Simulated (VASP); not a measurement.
# Be13Zn3Se16 (P1) in VASP: single point with PBEsol

Aim: the single point of Be13Zn3Se16 with PBEsol.

Program: VASP 6.6.1. These are calculated values, not measurements. Logs are shortened: lines on timing, memory, paths and dates and some standing lists are left out, and cuts for length are marked.

### 1 The cell of the first run

The typed cell holds 64 atoms: a = 10.447 Å, b = 10.447 Å, c = 10.447 Å, α = 90.00°, β = 90.00°, γ = 90.00°.

### 2 Single point, PBEsol

INCAR reads:

```
PREC = Accurate ; ENCUT = 520
EDIFF = 1E-6 ; ISMEAR = -1
SIGMA = 0.05 ; LREAL = Auto
LASPH = True ; NELM = 100
ALGO = Normal ; ISIF = 2
LWAVE = False ; LCHARG = True
GGA = PS ; LELF = True
LVHAR = True ; NBANDS = 196
ISYM = 0
```

KPOINTS reads:

```
Automatic mesh
0
Gamma
  1 1 1
  0.25 0.25 0.25
```

POSCAR reads:

```
Be13Zn3Se16
1.0
   10.4468649930      0.0000000000      0.0000000000
    0.0000000000     10.4468649930      0.0000000000
    0.0000000000      0.0000000000     10.4468649930
Be Zn Se
26 6 32
Direct
    0.0055430000      0.0060710000      0.0063890000
    0.9981560000      0.9996030000      0.4948540000
    0.9970210000      0.4992610000      0.4961510000
    0.4945010000      0.0049960000      0.0045950000
    0.4981730000      0.9995340000      0.4937110000
    0.4956980000      0.4942230000      0.0024890000
    0.5014450000      0.4999610000      0.4971110000
    0.2515910000      0.2480400000      0.9991800000
    0.2522860000      0.7525830000      0.0054600000
    0.2495220000      0.7495450000      0.4956960000
    0.7467760000      0.2500930000      0.0027960000
    0.7479340000      0.2515030000      0.4973180000
    0.7489270000      0.7465930000      0.4909330000
    0.2497220000      0.9982510000      0.2479580000
    0.2486920000      0.0021170000      0.7516530000
    0.2505740000      0.5020780000      0.2501140000
    0.2520610000      0.4976490000      0.7494070000
    0.7493960000      0.0023520000      0.2522480000
    0.7453350000      0.4966880000      0.2541930000
    0.7463830000      0.4914420000      0.7435250000
    0.9960550000      0.2485020000      0.2501320000
    0.9990530000      0.2493200000      0.7500460000
    0.0021280000      0.7534430000      0.2549560000
    0.5005910000      0.2491640000      0.2472310000
    0.4995990000      0.2517790000      0.7515030000
    0.4969550000      0.7486760000      0.2519380000
    0.0029250000      0.4967650000      0.0031030000
    0.2496520000      0.2506280000      0.5016480000
    0.7490550000      0.7499930000      0.0093410000
    0.7515950000      0.0085650000      0.7479420000
    0.0058040000      0.7513640000      0.7465800000
    0.4957570000      0.7474590000      0.7475200000
    0.1280620000      0.1289990000      0.1287110000
    0.1140700000      0.1159800000      0.6317780000
    0.1320170000      0.6357050000      0.1344720000
    0.1344760000      0.6147300000      0.6146490000
    0.6246640000      0.1251320000      0.1257360000
    0.6140740000      0.1343670000      0.6145420000
    0.6140360000      0.6143690000      0.1350260000
    0.6324370000      0.6178770000      0.6146120000
    0.3725910000      0.3725140000      0.1267310000
    0.3852230000      0.3841950000      0.6325760000
    0.3763890000      0.8755650000      0.1273180000
    0.3650880000      0.8834610000      0.6155640000
    0.8645150000      0.3678620000      0.1340610000
    0.8757690000      0.3717620000      0.6226890000
    0.8853000000      0.8852390000      0.1356990000
    0.8720680000      0.8737190000      0.6062480000
    0.3804800000      0.1187260000      0.3645250000
    0.3755010000      0.1265550000      0.8748550000
    0.3755070000      0.6250210000      0.3762450000
    0.3651720000      0.6168690000      0.8850710000
    0.8740390000      0.1266770000      0.3762560000
    0.8839480000      0.1354440000      0.8868590000
    0.8748040000      0.6244040000      0.3712810000
    0.8644940000      0.6155160000      0.8646450000
    0.1164200000      0.3814020000      0.3655030000
    0.1337200000      0.3658070000      0.8662490000
    0.1266100000      0.8771610000      0.3756170000
    0.1336660000      0.8832710000      0.8860550000
    0.6225740000      0.3731900000      0.3749650000
    0.6242410000      0.3733610000      0.8764340000
    0.6242520000      0.8738010000      0.3726600000
    0.6155980000      0.8855640000      0.8840870000
```

Potentials or basis: VASP PAW PBE potentials, release 64 (Be, Zn, Se).

The run is started by

```sh
> cat potpaw_PBE.64/Be/POTCAR potpaw_PBE.64/Zn/POTCAR potpaw_PBE.64/Se/POTCAR > POTCAR
> mpirun -np 1 vasp_std > vasp.out
```

OUTCAR:

```text
PREC = Accurate
   ENCUT = 520
   EDIFF = 1E-6
   ISMEAR = -1
   LREAL = Auto
   LASPH = True
   NELM = 100
   ISIF = 2
   GGA = PS
   ISYM = 0

 ion  position               nearest neighbor table
   1  0.006  0.006  0.006-  33 2.22  47 2.24  54 2.24  60 2.24
   2  0.998  1.000  0.495-  48 2.20  53 2.23  59 2.23  34 2.23
   3  0.997  0.499  0.496-  57 2.22  55 2.25  36 2.25  46 2.26
   4  0.495  0.005  0.005-  64 2.18  43 2.23  50 2.23  37 2.24
   5  0.498  1.000  0.494-  49 2.21  44 2.24  38 2.25  63 2.25
   6  0.496  0.494  0.002-  41 2.23  52 2.24  39 2.24  62 2.27
[... 56 lines left out ...]
  63  0.624  0.874  0.373-  13 2.23   5 2.25  26 2.25  18 2.26
  64  0.616  0.886  0.884-   4 2.18  29 2.38  32 2.38  30 2.39

IMPORTANT INFORMATION: All symmetrisations will be switched off!
NOSYMM: (Re-)initialisation of all symmetry stuff for point group C_1.

----------------------------------------------------------------------------------------

                                     Primitive cell

  volume of cell :    1140.1394

  direct lattice vectors                    reciprocal lattice vectors
    10.446864993  0.000000000  0.000000000     0.095722497  0.000000000  0.000000000
     0.000000000 10.446864993  0.000000000     0.000000000  0.095722497  0.000000000
     0.000000000  0.000000000 10.446864993     0.000000000  0.000000000  0.095722497

  length of vectors
    10.446864993 10.446864993 10.446864993     0.095722497  0.095722497  0.095722497

  position of ions in fractional coordinates (direct lattice)
     0.005543000  0.006071000  0.006389000
     0.998156000  0.999603000  0.494854000
     0.997021000  0.499261000  0.496151000
     0.494501000  0.004996000  0.004595000
     0.498173000  0.999534000  0.493711000
     0.495698000  0.494223000  0.002489000
[... 56 lines left out ...]
     0.624252000  0.873801000  0.372660000
     0.615598000  0.885564000  0.884087000

  ion indices of the primitive-cell ions
   primitive index   ion index
                 1           1
                 2           2
                 3           3
                 4           4
                 5           5
                 6           6
[... 56 lines left out ...]
                63          63
                64          64

----------------------------------------------------------------------------------------

 KPOINTS: Automatic mesh

Automatic generation of k-mesh.
 Grid dimensions read from file:
 generate k-points for:    1    1    1

 Generating k-lattice:

  Cartesian coordinates                     Fractional coordinates (reciprocal lattice)
     0.095722497  0.000000000  0.000000000     1.000000000  0.000000000  0.000000000
     0.000000000  0.095722497  0.000000000     0.000000000  1.000000000  0.000000000
     0.000000000  0.000000000  0.095722497     0.000000000  0.000000000  1.000000000

  Length of vectors
     0.095722497  0.095722497  0.095722497

  Shift w.r.t. Gamma in fractional coordinates (k-lattice)
     0.250000000  0.250000000  0.250000000

 Subroutine IBZKPT returns following result:
 ===========================================

 Found      4 irreducible k-points:

 Following reciprocal coordinates:
            Coordinates               Weight
  0.250000  0.250000  0.250000      2.000000
 -0.250000  0.250000  0.250000      2.000000
 -0.250000 -0.250000  0.250000      2.000000
  0.250000 -0.250000  0.250000      2.000000
   k-points           NKPTS =      4   k-points in BZ     NKDIM =      4   number of bands    NBANDS=    196
   number of dos      NEDOS =    301   number of ions     NIONS =     64
   total plane-waves  NPLWV = 512000
   dimension x,y,z NGX =    80 NGY =   80 NGZ =   80
   dimension x,y,z NGXF=   160 NGYF=  160 NGZF=  160
   ions per type =              26   6  32
   NGX,Y,Z   is equivalent  to a cutoff of  12.73, 12.73, 12.73 a.u.
   NGXF,Y,Z  is equivalent  to a cutoff of  25.46, 25.46, 25.46 a.u.
 SYSTEM =  unknown system
   PREC   = accura    normal or accurate (medium, high low for compatibility)
   ISTART =      0    job   : 0-new  1-cont  2-samecut
   ICHARG =      2    charge: 1-file 2-atom 10-const
   ISPIN  =      1    spin polarized calculation?
   LNONCOLLINEAR =      F non collinear calculations
   LSORBIT =      F    spin-orbit coupling
   LASPH  =      T    aspherical Exc in radial PAW
   ENCUT  =  520.0 eV  38.22 Ry    6.18 a.u.  19.42 19.42 19.42*2*pi/ulx,y,z
   NELM   =    100;   NELMIN=  2; NELMDL= -5     # of ELM steps
   EDIFF  = 0.1E-05   stopping-criterion for ELM
   LREAL  =      T    real-space projection
   EDIFFG = 0.1E-04   stopping-criterion for IOM
   NSW    =      0    number of steps for IOM
   IBRION =     -1    ionic relax: 0-MD 1-quasi-New 2-CG
   NFREE  =      0    steps in history (QN), initial steepest desc. (CG)
   ISIF   =      2    stress and relaxation
   ISYM   =      0    0-nonsym 1-usesym 2-fastsym
   POTIM  = 0.5000    time-step for ionic-motion
   TEBEG  =    0.0;   TEEND  =   0.0 temperature during run
   PSTRESS=    0.0 pullay stress
   NELECT =     316.0000    total number of electrons
   NUPDOWN=      -1.0000    fix difference up-down
   EMIN   =  10.00;   EMAX   =-10.00  energy-range for DOS
   EFERMI =   0.00;   METHOD = LEGACY
   ISMEAR =    -1;   SIGMA  =   0.05  broadening in eV -4-tet -1-fermi 0-gaus
   EFERMI_NEDOS =   21; number of points for ismear=-14 and -15
   IALGO  =     38    algorithm
   IMIX   =      4    mixing-type and parameters
     AMIX     =   0.40;   BMIX     =  1.00
     AMIX_MAG =   1.60;   BMIX_MAG =  1.00
  volume/ion in A,a.u.               =      17.81       120.22
  Fermi-wavevector in a.u.,A,eV,Ry     =   1.067377  2.017050 15.501034  1.139294
  Thomas-Fermi vector in A             =   2.202992
   LORBIT       =      0    0 simple, 1 ext, 2 COOP (PROOUT), +10 PAW based schemes
   GGA     = PS    functional components
   LHFCALC =     F    Hartree Fock is set to
   AEXX    =    0.0000 exact exchange contribution
   IVDW    =     0    specifies the selected vdW correction
   LEPSILON=     F    determine dielectric tensor
   LRPA    =     F    only Hartree local field effects (RPA)
 non-spin polarized calculation
  energy-cutoff  :      520.00
  volume of cell :     1140.14
 maximum number of plane-waves:     30736
 NGX is ok and might be reduce to    80
   NGX = 39   NGY = 39   NGZ = 39

 number of electron     316.0000002 magnetization

 Free energy of the ion-electron system (eV)
  ---------------------------------------------------
  ext. energy  EPLUGINS =         0.00000000
  ---------------------------------------------------
  free energy    TOTEN  =      -285.45114911 eV

  energy without entropy =     -285.45114911  energy(sigma->0) =     -285.45114911

 E-fermi :   4.1484     XC(G=0):  -9.6518

 val. band max:        2.8910060775   @ k =   0.2500   0.2500   0.2500
 cond. band min:       6.0256747439   @ k =   0.2500  -0.2500   0.2500
 fundamental gap:      3.1346686664
 Fermi energy:         4.1483987654

 k-point     1 :       0.2500    0.2500    0.2500
  band No.  band energies     occupation
      1     -10.6447      2.00000
      2     -10.2974      2.00000
      3     -10.2870      2.00000
      4     -10.2653      2.00000
      5      -9.9943      2.00000
      6      -9.9795      2.00000
[... 162 lines left out ...]
    169       7.1555      0.00000
    170       7.1847      0.00000

 k-point     2 :      -0.2500    0.2500    0.2500
  band No.  band energies     occupation
      1     -10.6446      2.00000
      2     -10.3098      2.00000
      3     -10.2886      2.00000
      4     -10.2483      2.00000
      5     -10.0011      2.00000
      6      -9.9849      2.00000
[... 162 lines left out ...]
    169       7.1220      0.00000
    170       7.2055      0.00000

 k-point     3 :      -0.2500   -0.2500    0.2500
  band No.  band energies     occupation
      1     -10.6446      2.00000
      2     -10.3155      2.00000
      3     -10.2825      2.00000
      4     -10.2478      2.00000
      5     -10.0082      2.00000
      6      -9.9758      2.00000
[... 162 lines left out ...]
    169       7.1306      0.00000
    170       7.2144      0.00000

 k-point     4 :       0.2500   -0.2500    0.2500
  band No.  band energies     occupation
      1     -10.6447      2.00000
      2     -10.3148      2.00000
      3     -10.2924      2.00000
      4     -10.2338      2.00000
      5     -10.0084      2.00000
      6      -9.9915      2.00000
[... 162 lines left out ...]
    169       7.1385      0.00000
    170       7.1780      0.00000
 [bands above 170 left out]

------------------------ aborting loop because EDIFF is reached ----------------------------------------

  FORCE on cell =-STRESS in cart. coord.  units (eV):
  Direction    XX          YY          ZZ          XY          YZ          ZX
  --------------------------------------------------------------------------------------
  -------------------------------------------------------------------------------------
  Total        1.9574288      1.8060499      2.3604175     -0.0547095      0.0221669     -0.2216782
  in kB        2.7506708      2.5379461      3.3169694     -0.0768803      0.0311500     -0.3115127
  external PRESSURE =       2.8685288 kB  Pullay stress =       0.0000000 kB

 VOLUME and BASIS-vectors are now :
 -----------------------------------------------------------------------------
  energy-cutoff  :      520.00
  volume of cell :     1140.14
      direct lattice vectors                 reciprocal lattice vectors
    10.446864993  0.000000000  0.000000000     0.095722497  0.000000000  0.000000000
     0.000000000 10.446864993  0.000000000     0.000000000  0.095722497  0.000000000
     0.000000000  0.000000000 10.446864993     0.000000000  0.000000000  0.095722497

 POSITION                                       TOTAL-FORCE (eV/Angst)
 -----------------------------------------------------------------------------------
      0.05791      0.06342      0.06675         0.037728      0.027189      0.032343
     10.42760     10.44272      5.16967         0.018751      0.004831      0.035285
     10.41574      5.21571      5.18322         0.033856      0.003559      0.019136
      5.16599      0.05219      0.04800         0.040928      0.026119      0.033048
      5.20435     10.44200      5.15773         0.014531      0.020856      0.026477
      5.17849      5.16308      0.02600         0.025385      0.018235      0.015098
[... 56 lines left out ...]
      6.52148      9.12848      3.89313        -0.025432     -0.037684     -0.041804
      6.43107      9.25137      9.23594        -0.018225      0.013138      0.003446
 -----------------------------------------------------------------------------------
    total drift:                               -0.027961      0.009354      0.015013

  FREE ENERGIE OF THE ION-ELECTRON SYSTEM (eV)
  ---------------------------------------------------
  free  energy   TOTEN  =      -285.4511491123 eV

  energy  without entropy=     -285.4511491123  energy(sigma->0) =     -285.45114911
```

It took 68 min on 1 thread of Intel Xeon 8259CL, shared host; peak memory 1.3 GiB.

Results:

* Free energy: -285.4511 eV
* Pressure: 0.3 GPa
* Largest force: 0.092 eV/Å
* Band gap on the k mesh: 3.13 eV

Forces in eV/Å, atoms in the order of the input:
```
Be   0.038  0.027  0.032
Be   0.019  0.005  0.035
Be   0.034  0.004  0.019
Be   0.041  0.026  0.033
Be   0.015  0.021  0.026
Be   0.025  0.018  0.015
Be   0.043  0.018  0.012
Be   0.027  0.029  0.029
Be   0.053  0.024  0.023
Be   0.014  0.023  0.026
Be   0.018  0.024  0.031
Be   0.033  0.008  0.032
Be   0.015  0.017  0.020
Be   0.031  0.017  0.019
Be   0.046  0.032  0.018
Be   0.042  0.011  0.042
Be   0.000  0.032  0.040
Be   0.026  0.029  0.032
Be   0.043  0.032  0.008
Be   0.009  0.012  0.010
Be   0.026  0.027  0.010
Be   0.041  0.020  0.004
Be   0.031  0.026  0.039
Be   0.033  0.022  0.035
Be   0.047  0.008  0.037
Be   0.044  0.031  0.016
Zn  -0.014 -0.005 -0.017
Zn  -0.008 -0.005 -0.011
Zn   0.003 -0.013 -0.018
Zn   0.001 -0.018 -0.009
Zn  -0.018 -0.014 -0.003
Zn  -0.020 -0.017 -0.018
Se  -0.039 -0.028 -0.032
Se  -0.017 -0.008  0.025
Se  -0.055 -0.035 -0.047
Se   0.021 -0.017 -0.014
Se  -0.035 -0.018 -0.007
Se  -0.026  0.026 -0.019
Se  -0.026 -0.015  0.015
Se   0.016 -0.021 -0.029
Se  -0.042 -0.022 -0.033
Se  -0.041 -0.050 -0.058
Se  -0.030 -0.029 -0.020
Se  -0.020  0.017 -0.012
Se  -0.030 -0.020  0.033
Se  -0.037 -0.034 -0.029
Se  -0.036 -0.039 -0.044
Se   0.026  0.038 -0.007
Se   0.018 -0.016 -0.016
Se  -0.029  0.002 -0.050
Se  -0.026 -0.045  0.000
Se  -0.031 -0.006  0.026
Se  -0.051 -0.015 -0.030
Se  -0.044 -0.046 -0.028
Se  -0.033 -0.020 -0.046
Se   0.048  0.059  0.051
Se  -0.023  0.037 -0.020
Se   0.031 -0.007 -0.034
Se  -0.028 -0.024 -0.032
Se  -0.056 -0.041 -0.027
Se  -0.068 -0.033 -0.016
Se  -0.030 -0.038 -0.027
Se  -0.025 -0.038 -0.042
Se  -0.018  0.013  0.003
```

Levels at points of the mesh, in eV from the valence-band top:
| k point | band 154 | band 155 | band 156 | band 157 | band 158 | band 159 | band 160 | band 161 | band 162 | band 163 |
| --- | --- | --- | --- | --- | --- | --- | --- | --- | --- | --- |
| (0.25, 0.25, 0.25) | -0.52 | -0.46 | -0.43 | -0.04 | 0.00 | 3.14 | 3.15 | 3.16 | 3.76 | 3.77 |

Caveat: the PAW data sets were made with another functional, which shifts forces and pressure a little; a shifted mesh leaves out Γ, where band edges can lie. A k mesh can miss the band edges.
